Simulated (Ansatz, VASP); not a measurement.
## One calculation of GeCN2, two programs

File INCAR:

```
SYSTEM = GeCN2
PREC     = Accurate       ! precision mode
ENCUT    = 520            ! plane-wave cutoff, eV
EDIFF    = 1E-6           ! SCF threshold, eV
ISMEAR   = -1             ! smearing method
SIGMA    = 0.05           ! smearing width, eV
LREAL    = .FALSE.        ! projectors in reciprocal space
LASPH    = .TRUE.         ! aspherical terms in the spheres
NELM     = 60             ! most SCF steps
ALGO     = Normal         ! electronic algorithm
ISIF     = 2              ! what is computed and relaxed
LWAVE    = .FALSE.        ! write WAVECAR
LCHARG   = .TRUE.         ! write CHGCAR
GGA      = PS             ! functional
LELF     = .TRUE.         ! ELF
LVHAR    = .TRUE.       
NBANDS   = 22             ! bands
```

Contents of KPOINTS:

```
regular mesh
0
G
  9 9 9
  0 0 0
```

The input POSCAR:

```
GeCN2
1.0
    1.8173955815      1.0492738282      4.9867272349
   -1.8173955815      1.0492738282      4.9867272349
    0.0000000000     -2.0985476564      4.9867272349
Ge N C
1 2 1
Direct
    0.0000000000      0.0000000000      0.0000000000
    0.5839044000      0.5839044000      0.5839044000
    0.4160956000      0.4160956000      0.4160956000
    0.5000000000      0.5000000000      0.5000000000
```

Contents of input.yaml:

```yaml
crystal:
  lattice:
    - [1.8173955815, 1.0492738282, 4.9867272349]
    - [-1.8173955815, 1.0492738282, 4.9867272349]
    - [0.0, -2.0985476564, 4.9867272349]
  atoms:
    - { symbol: Ge, position: [0.0, 0.0, 0.0] }
    - { symbol: "N", position: [0.5839044, 0.5839044, 0.5839044] }
    - { symbol: "N", position: [0.4160956, 0.4160956, 0.4160956] }
    - { symbol: C, position: [0.5, 0.5, 0.5] }
kpoints:
  mp_grid: { grid: [9, 9, 9] }
scf:
  occupations: { method: fermi_dirac, width: 0.05 }
hamiltonian:
  xc: pbesol
  pseudopotentials: { kind: all_electron, lapw: { basis_error: 0.001 } }
output:
  forces: true
  stress: true
  eigenvalues: true
```

Change from the starting cell: volume scaled by 1.04.

Alike in both runs: task single point; functional PBEsol; k mesh 9 × 9 × 9; occupations fermi-dirac, width 0.05 eV; no spin polarisation.

|  | VASP | Ansatz |
| --- | --- | --- |
| version | VASP 6.6.1 | Ansatz 0.2.0 |
| potentials or method | VASP PAW PBE potentials, release 64 (Ge_d, N, C), cutoff 520 eV | all-electron LAPW, scalar-relativistic |

Ansatz gave:

* gap on the k mesh at the Fermi level (eV): 1.09
* least direct gap on the mesh (eV): 1.97
* pressure (GPa): -7.8
* traceless stress, the component that is largest in VASP (GPa): -5.97
* rms of the force components (eV/Å): 0.416

Q: Estimate VASP's values.

A: gap on the k mesh at the Fermi level (eV): 1.09; least direct gap on the mesh (eV): 1.95; pressure (GPa): -7.7; traceless stress, the component that is largest in VASP (GPa): -5.31; rms of the force components (eV/Å): 0.364.

VASP's potentials were made for PBE, not for PBEsol. Atom by atom the forces differ by 0.051 eV/Å (rms over components). Ansatz ran all-electron here, and VASP with PAW potentials.

Noted on VASP's run: the standard files for N, O and F lose accuracy on very short bonds.
